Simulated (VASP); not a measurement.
# TiSi16 (a cell with a defect) in VASP: notebook

The runs below take TiSi16 (a cell with a defect) through relaxation of the atoms, single point, with PBE.

All numbers are computed with VASP 6.6.1; they aren't measurements. Logs are shortened: lines on timing, memory, paths and dates and some standing lists are left out, and cuts for length are marked.

### 1 The cell of the first run

The cell holds a defect, 17 atoms: a = 7.679 Å, b = 7.679 Å, c = 7.679 Å, α = 60.00°, β = 60.00°, γ = 60.00°.

### 2 Relaxation of the atoms, PBE

The input, INCAR:

```
SYSTEM = TiSi16
ALGO = Normal ; EDIFF = 1E-6
EDIFFG = -0.03 ; ENCUT = 520
GGA = PE ; IBRION = 2
ISIF = 2 ; ISMEAR = -1
LASPH = .True. ; LCHARG = .False.
LREAL = Auto ; LWAVE = .False.
NELM = 80 ; NSW = 80
PREC = Accurate ; SIGMA = 0.05
```

The input, KPOINTS:

```
k-points
0
Gamma
  2 2 2
  0 0 0
```

The input, POSCAR:

```
TiSi16
1.0
    0.0000000000      5.4300000000      5.4300000000
    5.4300000000      0.0000000000      5.4300000000
    5.4300000000      5.4300000000      0.0000000000
Si Ti
16 1
Direct
    0.0000000000      0.0000000000      0.0000000000
    0.1250000000      0.1250000000      0.1250000000
    0.0000000000      0.0000000000      0.5000000000
    0.1250000000      0.1250000000      0.6250000000
    0.0000000000      0.5000000000      0.0000000000
    0.1250000000      0.6250000000      0.1250000000
    0.0000000000      0.5000000000      0.5000000000
    0.1250000000      0.6250000000      0.6250000000
    0.5000000000      0.0000000000      0.0000000000
    0.6250000000      0.1250000000      0.1250000000
    0.5000000000      0.0000000000      0.5000000000
    0.6250000000      0.1250000000      0.6250000000
    0.5000000000      0.5000000000      0.0000000000
    0.6250000000      0.6250000000      0.1250000000
    0.5000000000      0.5000000000      0.5000000000
    0.6250000000      0.6250000000      0.6250000000
    0.2467057000      0.2541894000      0.2511061000
```

Potentials or basis: VASP PAW PBE potentials, release 64 (Si, Ti_sv).

Run with:

```bash
$ cat potpaw_PBE.64/Si/POTCAR potpaw_PBE.64/Ti_sv/POTCAR > POTCAR
$ mpirun -np 1 vasp_std > vasp.out
```

OUTCAR:

```text
SYSTEM = TiSi16
   EDIFF = 1E-6
   EDIFFG = -0.03
   ENCUT = 520
   GGA = PE
   IBRION = 2
   ISIF = 2
   ISMEAR = -1
   LASPH = .True.
   LREAL = Auto
   NELM = 80
   NSW = 80
   PREC = Accurate

 ion  position               nearest neighbor table
   1  0.000  0.000  0.000-   2 2.35   4 2.35   6 2.35  10 2.35
   2  0.125  0.125  0.125-   1 2.35   3 2.35   5 2.35   9 2.35  17 2.36
   3  0.000  0.000  0.500-   2 2.35   4 2.35   8 2.35  12 2.35  17 2.72
   4  0.125  0.125  0.625-  17 2.34   3 2.35   7 2.35  11 2.35   1 2.35
   5  0.000  0.500  0.000-   2 2.35   6 2.35   8 2.35  14 2.35  17 2.70
   6  0.125  0.625  0.125-  17 2.33   5 2.35   7 2.35  13 2.35   1 2.35
   7  0.000  0.500  0.500-   4 2.35   6 2.35   8 2.35  16 2.35  17 2.69
   8  0.125  0.625  0.625-   3 2.35   5 2.35   7 2.35  15 2.35
   9  0.500  0.000  0.000-   2 2.35  10 2.35  12 2.35  14 2.35  17 2.74
  10  0.625  0.125  0.125-   1 2.35   9 2.35  11 2.35  13 2.35  17 2.37
  11  0.500  0.000  0.500-   4 2.35  10 2.35  12 2.35  16 2.35  17 2.73
  12  0.625  0.125  0.625-   3 2.35   9 2.35  11 2.35  15 2.35
  13  0.500  0.500  0.000-   6 2.35  10 2.35  14 2.35  16 2.35  17 2.71
  14  0.625  0.625  0.125-   5 2.35   9 2.35  13 2.35  15 2.35
  15  0.500  0.500  0.500-   8 2.35  12 2.35  14 2.35  16 2.35
  16  0.625  0.625  0.625-   7 2.35  11 2.35  13 2.35  15 2.35
  17  0.247  0.254  0.251-   6 2.33   4 2.34   2 2.36  10 2.37   7 2.69   5 2.70  13 2.71   3 2.72
                            11 2.73   9 2.74

  LATTYP: Found a face centered cubic cell.
 ALAT       =    10.8600000000

  Lattice vectors:

 A1 = (   0.0000000000,   5.4300000000,   5.4300000000)
 A2 = (   5.4300000000,   0.0000000000,   5.4300000000)
 A3 = (   5.4300000000,   5.4300000000,   0.0000000000)

Analysis of symmetry for initial positions (statically):
=====================================================================
 Subroutine PRICEL returns:
 Original cell was already a primitive cell.

 Routine SETGRP: Setting up the symmetry group for a
 face centered cubic supercell.

 Subroutine GETGRP returns: Found  1 space group operations
 (whereof  1 operations were pure point group operations)
 out of a pool of 48 trial point group operations.

The static configuration has the point symmetry C_1 .

Analysis of symmetry for dynamics (positions and initial velocities):
=====================================================================
 Subroutine PRICEL returns:
 Original cell was already a primitive cell.

 Routine SETGRP: Setting up the symmetry group for a
 face centered cubic supercell.

 Subroutine GETGRP returns: Found  1 space group operations
 (whereof  1 operations were pure point group operations)
 out of a pool of 48 trial point group operations.

The dynamic configuration has the point symmetry C_1 .

 Subroutine INISYM returns: Found  1 space group operations
 (whereof  1 operations are pure point group operations),
 and found     1 'primitive' translations

----------------------------------------------------------------------------------------

                                     Primitive cell

  volume of cell :     320.2060

  direct lattice vectors                    reciprocal lattice vectors
     0.000000000  5.430000000  5.430000000    -0.092081031  0.092081031  0.092081031
     5.430000000  0.000000000  5.430000000     0.092081031 -0.092081031  0.092081031
     5.430000000  5.430000000  0.000000000     0.092081031  0.092081031 -0.092081031

  length of vectors
     7.679179644  7.679179644  7.679179644     0.159489025  0.159489025  0.159489025

  position of ions in fractional coordinates (direct lattice)
     0.000000000  0.000000000  0.000000000
     0.125000000  0.125000000  0.125000000
     0.000000000  0.000000000  0.500000000
     0.125000000  0.125000000  0.625000000
     0.000000000  0.500000000  0.000000000
     0.125000000  0.625000000  0.125000000
[... 9 lines left out ...]
     0.625000000  0.625000000  0.625000000
     0.246705700  0.254189400  0.251106100

  ion indices of the primitive-cell ions
   primitive index   ion index
                 1           1
                 2           2
                 3           3
                 4           4
                 5           5
                 6           6
[... 9 lines left out ...]
                16          16
                17          17

----------------------------------------------------------------------------------------

 KPOINTS: k-points

Automatic generation of k-mesh.
 Grid dimensions read from file:
 generate k-points for:    2    2    2

 Generating k-lattice:

  Cartesian coordinates                     Fractional coordinates (reciprocal lattice)
    -0.046040516  0.046040516  0.046040516     0.500000000  0.000000000  0.000000000
     0.046040516 -0.046040516  0.046040516     0.000000000  0.500000000  0.000000000
     0.046040516  0.046040516 -0.046040516     0.000000000  0.000000000  0.500000000

  Length of vectors
     0.079744512  0.079744512  0.079744512

  Shift w.r.t. Gamma in fractional coordinates (k-lattice)
     0.000000000  0.000000000  0.000000000

 Subroutine IBZKPT returns following result:
 ===========================================

 Found      8 irreducible k-points:

 Following reciprocal coordinates:
            Coordinates               Weight
  0.000000  0.000000  0.000000      1.000000
  0.500000  0.000000  0.000000      1.000000
  0.000000  0.500000  0.000000      1.000000
  0.000000  0.000000  0.500000      1.000000
  0.500000  0.500000  0.500000      1.000000
  0.500000  0.500000  0.000000      1.000000
  0.000000  0.500000  0.500000      1.000000
  0.500000  0.000000  0.500000      1.000000
   k-points           NKPTS =      8   k-points in BZ     NKDIM =      8   number of bands    NBANDS=     47
   number of dos      NEDOS =    301   number of ions     NIONS =     17
   total plane-waves  NPLWV = 216000
   dimension x,y,z NGX =    60 NGY =   60 NGZ =   60
   dimension x,y,z NGXF=   120 NGYF=  120 NGZF=  120
   ions per type =              16   1
   NGX,Y,Z   is equivalent  to a cutoff of  12.99, 12.99, 12.99 a.u.
   NGXF,Y,Z  is equivalent  to a cutoff of  25.98, 25.98, 25.98 a.u.
 SYSTEM =  TiSi16
   PREC   = accura    normal or accurate (medium, high low for compatibility)
   ISTART =      0    job   : 0-new  1-cont  2-samecut
   ICHARG =      2    charge: 1-file 2-atom 10-const
   ISPIN  =      1    spin polarized calculation?
   LNONCOLLINEAR =      F non collinear calculations
   LSORBIT =      F    spin-orbit coupling
   LASPH  =      T    aspherical Exc in radial PAW
   ENCUT  =  520.0 eV  38.22 Ry    6.18 a.u.  14.28 14.28 14.28*2*pi/ulx,y,z
   NELM   =     80;   NELMIN=  2; NELMDL= -5     # of ELM steps
   EDIFF  = 0.1E-05   stopping-criterion for ELM
   LREAL  =      T    real-space projection
   EDIFFG = -.3E-01   stopping-criterion for IOM
   NSW    =     80    number of steps for IOM
   IBRION =      2    ionic relax: 0-MD 1-quasi-New 2-CG
   NFREE  =      1    steps in history (QN), initial steepest desc. (CG)
   ISIF   =      2    stress and relaxation
   ISYM   =      2    0-nonsym 1-usesym 2-fastsym
   POTIM  = 0.5000    time-step for ionic-motion
   TEBEG  =    0.0;   TEEND  =   0.0 temperature during run
   PSTRESS=    0.0 pullay stress
   NELECT =      76.0000    total number of electrons
   NUPDOWN=      -1.0000    fix difference up-down
   EMIN   =  10.00;   EMAX   =-10.00  energy-range for DOS
   EFERMI =   0.00;   METHOD = LEGACY
   ISMEAR =    -1;   SIGMA  =   0.05  broadening in eV -4-tet -1-fermi 0-gaus
   EFERMI_NEDOS =   21; number of points for ismear=-14 and -15
   IALGO  =     38    algorithm
   IMIX   =      4    mixing-type and parameters
     AMIX     =   0.40;   BMIX     =  1.00
     AMIX_MAG =   1.60;   BMIX_MAG =  1.00
  volume/ion in A,a.u.               =      18.84       127.11
  Fermi-wavevector in a.u.,A,eV,Ry     =   1.013607  1.915439 13.978610  1.027399
  Thomas-Fermi vector in A             =   2.146786
   LORBIT       =      0    0 simple, 1 ext, 2 COOP (PROOUT), +10 PAW based schemes
   GGA     = PE    functional components
   LHFCALC =     F    Hartree Fock is set to
   AEXX    =    0.0000 exact exchange contribution
   IVDW    =     0    specifies the selected vdW correction
   LEPSILON=     F    determine dielectric tensor
   LRPA    =     F    only Hartree local field effects (RPA)
 conjugate gradient relaxation of ions
 non-spin polarized calculation
  energy-cutoff  :      520.00
  volume of cell :      320.21
 maximum number of plane-waves:      8646
 NGX is ok and might be reduce to    60
   NGX = 29   NGY = 29   NGZ = 29

--------------------------------------- Ionic step        1  -------------------------------------------

 number of electron      76.0000004 magnetization

 Free energy of the ion-electron system (eV)
  ---------------------------------------------------
  ext. energy  EPLUGINS =         0.00000000
  ---------------------------------------------------
  free energy    TOTEN  =       -91.90085080 eV

  energy without entropy =      -91.78329046  energy(sigma->0) =      -91.84207063

------------------------ aborting loop because EDIFF is reached ----------------------------------------

  FORCE on cell =-STRESS in cart. coord.  units (eV):
  Direction    XX          YY          ZZ          XY          YZ          ZX
  --------------------------------------------------------------------------------------
  -------------------------------------------------------------------------------------
  Total        9.8472114      9.8490340      9.8511260     -0.0648396     -0.3424445      0.1419370
  in kB       49.2713384     49.2804579     49.2909254     -0.3244303     -1.7134494      0.7101935
  external PRESSURE =      49.2809072 kB  Pullay stress =       0.0000000 kB

 VOLUME and BASIS-vectors are now :
 -----------------------------------------------------------------------------
  energy-cutoff  :      520.00
  volume of cell :      320.21
      direct lattice vectors                 reciprocal lattice vectors
     0.000000000  5.430000000  5.430000000    -0.092081031  0.092081031  0.092081031
     5.430000000  0.000000000  5.430000000     0.092081031 -0.092081031  0.092081031
     5.430000000  5.430000000  0.000000000     0.092081031  0.092081031 -0.092081031
[... 222 lines left out ...]
      6.77396      6.77223      6.77290        -0.019919     -0.017969     -0.018473
      2.72283      2.71175      2.71634        -0.082926      0.036486     -0.014906
 -----------------------------------------------------------------------------------
    total drift:                               -0.005431      0.003457     -0.000796

  FREE ENERGIE OF THE ION-ELECTRON SYSTEM (eV)
  ---------------------------------------------------
  free  energy   TOTEN  =       -92.2624356988 eV

  energy  without entropy=      -92.1654451555  energy(sigma->0) =      -92.21394043

--------------------------------------- Ionic step        6  -------------------------------------------

 number of electron      75.9999998 magnetization

 Free energy of the ion-electron system (eV)
  ---------------------------------------------------
  ext. energy  EPLUGINS =         0.00000000
  ---------------------------------------------------
  free energy    TOTEN  =       -92.26359459 eV

  energy without entropy =      -92.16576131  energy(sigma->0) =      -92.21467795

 E-fermi :   6.9258     XC(G=0):  -9.7505

 val. band max:        6.8989721794   @ k =   0.0000   0.5000   0.5000
 cond. band min:       6.9654220762   @ k =   0.5000   0.5000   0.5000
 fundamental gap:      0.0664498968
 Fermi energy:         6.9257871529

 k-point     1 :       0.0000    0.0000    0.0000
  band No.  band energies     occupation
      1     -49.8508      2.00000
      2     -26.2262      2.00000
      3     -26.2252      2.00000
      4     -26.2244      2.00000
      5      -5.7202      2.00000
      6      -3.5149      2.00000
[... 415 lines left out ...]
      8.14600      8.14523     10.82204         0.002684      0.001823     -0.005772
      4.11650      4.11555      1.31427         0.003940     -0.001979      0.000485
      8.14650     10.82126      8.14605         0.004956     -0.004748      0.004257
      4.11802      1.31233      4.11752         0.000905      0.001633     -0.002649
[... 9 lines left out ...]
      6.77254      6.77064      6.77140         0.001239      0.007823      0.004777
      2.71916      2.71335      2.71572        -0.006064      0.000065      0.000206
 -----------------------------------------------------------------------------------
    total drift:                                0.005483     -0.001957      0.000512

  FREE ENERGIE OF THE ION-ELECTRON SYSTEM (eV)
  ---------------------------------------------------
  free  energy   TOTEN  =       -92.2635945858 eV

  energy  without entropy=      -92.1657613123  energy(sigma->0) =      -92.21467795

 reached required accuracy - stopping structural energy minimisation
```

Wall time 8.6 min (1 thread of Intel Xeon Platinum 8488C (Sapphire Rapids), shared host); peak memory 0.56 GiB.

What came out:

```
Free energy                  : -92.2636 eV
Energy gained by relaxing    : 21.3 meV/atom
Ionic steps                  : 6
Pressure after relaxing      : 4.0 GPa
Largest force after relaxing : 0.010 eV/Å
Band gap on the k mesh       : zero (bands 38 and 39 overlap by 0.44 eV)
```

Forces on the atoms (eV/Å):
```
Si  -0.009  0.004 -0.003
Si   0.003 -0.003 -0.001
Si   0.003  0.002 -0.006
Si   0.004 -0.002  0.000
Si   0.005 -0.005  0.004
Si   0.001  0.002 -0.003
Si   0.003 -0.002  0.002
Si   0.002 -0.005 -0.008
Si  -0.006 -0.001 -0.001
Si   0.001  0.002  0.004
Si   0.003  0.006 -0.003
Si  -0.005  0.002 -0.001
Si   0.006 -0.005  0.005
Si  -0.007 -0.001  0.002
Si   0.001  0.000  0.000
Si   0.001  0.008  0.005
Ti  -0.006  0.000  0.000
```

Step by step:
```csv
step,energy change (eV),largest force (eV/Å),pressure (GPa)
1,0.0000,1.9438,4.93
2,-0.3548,0.3871,4.00
3,-0.3557,0.2757,4.02
4,-0.3616,0.1148,4.02
5,-0.3616,0.1059,4.02
6,-0.3627,0.0102,4.04
```

Final structure:
```
Si Ti
1.0
     0.00000    5.43000    5.43000
     5.43000    0.00000    5.43000
     5.43000    5.43000    0.00000
Si Ti
16 1
Cartesian
  0.0054 5.4277 5.4310
  1.3164 1.3154 1.3158
  8.1460 8.1452 10.8220
  4.1165 4.1155 1.3143
  8.1465 10.8213 8.1461
  4.1180 1.3123 4.1175
  5.4696 8.1443 8.1456
  6.7723 4.0885 4.0893
  10.8232 8.1446 8.1449
  1.3170 4.1134 4.1138
  8.1462 5.4676 8.1444
  4.0889 6.7719 4.0878
  8.1467 8.1436 5.4684
  4.0895 4.0877 6.7720
  5.4298 5.4301 5.4299
  6.7725 6.7706 6.7714
  2.7192 2.7133 2.7157
```

Levels at points of the mesh, in eV from the Fermi level:
```
           k point  band 34  band 35  band 36  band 37  band 38  band 39  band 40  band 41
(0.00, 0.00, 0.00)    -0.99    -0.98    -0.98    -0.40    -0.40    -0.39    -0.09    -0.09
(0.50, 0.00, 0.00)    -1.97    -1.36    -1.36    -0.27     0.04     0.04     0.45     0.46
(0.00, 0.50, 0.00)    -1.97    -1.36    -1.36    -0.27     0.04     0.05     0.45     0.45
(0.00, 0.00, 0.50)    -1.97    -1.36    -1.36    -0.27     0.04     0.05     0.45     0.45
(0.50, 0.50, 0.50)    -1.97    -1.36    -1.36    -0.27     0.04     0.04     0.45     0.46
(0.50, 0.50, 0.00)    -2.00    -2.00    -1.87    -0.70    -0.03     0.58     0.58     1.11
(0.00, 0.50, 0.50)    -2.00    -2.00    -1.87    -0.70    -0.03     0.58     0.59     1.11
(0.50, 0.00, 0.50)    -2.00    -2.00    -1.87    -0.70    -0.03     0.58     0.58     1.11
```

Caveat: the k points lie up to 0.50 Å⁻¹ apart.

(Part 1 of 2 ends here.)

The gap in the log of VASP goes by the Fermi energy; the results here count the filled bands.